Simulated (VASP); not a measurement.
The system is ScAl3.

```
Sc Al
1.0
     4.08781    0.00000    0.00000
     0.00000    4.08781    0.00000
     0.00000    0.00000    4.08781
Sc Al
1 3
Direct
  0.00000 0.00000 0.00000
  0.50000 0.50000 0.00000
  0.00000 0.50000 0.50000
  0.50000 0.00000 0.50000
```

```yaml
Program: VASP 6.6.1
Task: relaxation of cell and atoms
Functional: PBEsol
Dispersion: D4
Potentials_or_basis: VASP PAW PBE potentials, release 64 (Sc_sv, Al)
Cutoff: 600 eV
k_mesh: 7 × 7 × 7
Occupations: fermi-dirac, width 0.05 eV
Spin: no spin polarisation
```

At the start: pressure -2.8 GPa; volume 17.08 Å³/atom.

Problem. Where does the relaxation end?

Solution. Over 3 steps the energy falls by 4.6 meV/atom and the volume is 16.56 Å³/atom (-3.0 %); space group Pm-3m (No. 221, to 0.05 Å).

The path:
| step | energy change (eV) | largest force (eV/Å) | pressure (GPa) | volume (Å³) |
| --- | --- | --- | --- | --- |
| 1 | 0.0000 | 0.0000 | -2.79 | 68.31 |
| 2 | -0.0151 | 0.0000 | 1.26 | 65.41 |
| 3 | -0.0184 | 0.0000 | -0.01 | 66.25 |

Final structure:
```
Sc Al
1.0
     4.04629    0.00000    0.00000
     0.00000    4.04629    0.00000
     0.00000    0.00000    4.04629
Sc Al
1 3
Direct
  0.00000 0.00000 0.00000
  0.50000 0.50000 0.00000
  0.00000 0.50000 0.50000
  0.50000 0.00000 0.50000
```

Caveat: the PAW data sets were made with another functional, which shifts forces and pressure a little; pairwise dispersion overbinds metals, which lowers pressure and volume.
